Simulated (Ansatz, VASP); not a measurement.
## CdS in VASP and in Ansatz

POSCAR

```
CdS
1.0
    4.2513332376      0.0000000000      0.0000000000
   -2.1256666188      3.6817625837      0.0000000000
    0.0000000000      0.0000000000      6.3840749890
Cd S
2 2
Direct
    0.3333333333      0.6666666667      0.0000000000
    0.6666666667      0.3333333333      0.5000000000
    0.3333333333      0.6666666667      0.3850000000
    0.6666666667      0.3333333333      0.8850000000
```

File INCAR.step1:

```
PREC = Accurate ; ENCUT = 520
ISMEAR = 0 ; SIGMA = 0.05
LREAL = False ; LASPH = True
NELM = 100 ; NBANDS = 26
GGA = PE ; ALGO = Normal
EDIFF = 1E-4 ; LWAVE = True
LCHARG = False
```

File INCAR.step2:

```
PREC = Accurate ; ENCUT = 520
EDIFF = 1E-6 ; ISMEAR = 0
SIGMA = 0.05 ; LREAL = False
LASPH = True ; NELM = 100
ALGO = Normal ; ISIF = 2
LWAVE = False ; LCHARG = True
METAGGA = R2SCAN ; LMIXTAU = True
LELF = True ; LVHAR = True
NBANDS = 26 ; ISTART = 1
```

Contents of KPOINTS:

```
regular mesh
0
Gamma
  12 12 6
```

Input for Ansatz:

```yaml
crystal:
  lattice:
    - [4.2513332376, 0.0, 0.0]
    - [-2.1256666188, 3.6817625837, 0.0]
    - [0.0, 0.0, 6.384074989]
  atoms:
    - { symbol: Cd, position: [0.3333333333, 0.6666666667, 0.0] }
    - { symbol: Cd, position: [0.6666666667, 0.3333333333, 0.5] }
    - { symbol: S, position: [0.3333333333, 0.6666666667, 0.385] }
    - { symbol: S, position: [0.6666666667, 0.3333333333, 0.885] }
basis:
  ecutwfc: 500
kpoints:
  mp_grid: { grid: [12, 12, 6] }
hamiltonian:
  xc: r2scan
scf:
  occupations: { method: gaussian, width: 0.05 }
output:
  forces: true
  stress: true
  eigenvalues: true
```

Alike in both runs: task single point; functional r2SCAN; k mesh 12 × 12 × 6; occupations gaussian, width 0.05 eV; no spin polarisation.

|  | VASP | Ansatz |
| --- | --- | --- |
| version | VASP 6.6.1 | Ansatz 0.2.0 |
| potentials or method | VASP PAW PBE potentials, release 64 (Cd, S), cutoff 520 eV | scalar-relativistic, plane waves, PAW |
| valence electrons in the cell | 36 | 52 |

```tsv
	VASP	Ansatz	Ansatz less VASP
gap on the k mesh at the Fermi level (eV)	1.63	1.64	+0.009
least direct gap on the mesh (eV)	1.63	1.64	+0.009
pressure (GPa)	1.6	1.2	-0.34
traceless stress, the component that is largest in VASP (GPa)	4.63	4.54	-0.092
rms of the force components (eV/Å)	0.265	0.257	-0.0084
```

VASP's potentials were made for PBE, not for r2SCAN. Atom by atom the forces differ by 0.008 eV/Å (rms over components). VASP's potentials hold 36 valence electrons a cell and Ansatz's 52, so a difference there can come from the potentials and not from the codes.
